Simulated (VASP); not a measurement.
Wanted: the native input for a VASP 6.6.1 run.

```yaml
Task: single point
Functional: PBE
Potentials_or_basis: VASP PAW PBE potentials, release 64 (Fe, O)
Cutoff: 520 eV
k_mesh: 8 × 8 × 6
Occupations: gaussian, width 0.05 eV
Spin: collinear spin, ferromagnetic start
Starting_moments: "[4.0, 4.0, 0.0, 0.0] μB"
Dipole_correction: no
Further_INCAR_settings: ALGO = Normal; EDIFF = 1e-06; NBANDS = 26
```

The structure of FeO lies in POSCAR:

```
FeO
1.0
    0.0000000000      2.1542611165     -2.1542611165
    0.0000000000      2.1542611165      2.1542611165
    4.3085222330      0.0000000000      0.0000000000
Fe O
2 2
Direct
    0.0000000000      0.0000000000      0.0000000000
    0.5000000000      0.5000000000      0.5000000000
    0.0000000000      1.0000000000      0.5000000000
    0.5000000000      1.5000000000      1.0000000000
```

These files were run (other wordings do the same):

INCAR

```
SYSTEM = FeO
PREC = Accurate
ENCUT = 520
EDIFF = 1E-6
ISMEAR = 0
SIGMA = 0.05
LREAL = .FALSE.
LASPH = .TRUE.
NELM = 150
ALGO = Normal
ISIF = 2
LWAVE = .FALSE.
LCHARG = .FALSE.
ISPIN = 2
MAGMOM = 4 4 0 0
LORBIT = 11
LMAXMIX = 4
GGA = PE
NBANDS = 26
```

KPOINTS

```
regular mesh
0
G
  8 8 6
  0 0 0
```

Potentials or basis: VASP PAW PBE potentials, release 64 (Fe, O).

Command:

```bash
$ cat potpaw_PBE.64/Fe/POTCAR potpaw_PBE.64/O/POTCAR > POTCAR
$ mpirun -np 1 vasp_std > vasp.out
```

Results of the run:

| Item | Value |
| --- | --- |
| Pressure | 0.1 GPa |
| Band gap on the k mesh | zero (filled and empty bands overlap) |
| Net moment | 8.00 μB per cell |
| Site moments | Fe +3.62; O +0.30 μB |
| Valence electrons inside the program's atomic spheres | Fe 6.73; O 5.00 |

Caveat: semilocal functionals often make such compounds metallic where correlation or magnetic order opens a gap, which also shifts bond lengths; the run started ferromagnetic, and an antiferromagnetic order may lie lower in energy.

It took 110 s on 1 thread of Intel(R) Xeon(R) Platinum 8259CL CPU @ 2.50GHz (Skylake/Cascade Lake), on a shared host, peak memory 0.22 GiB.
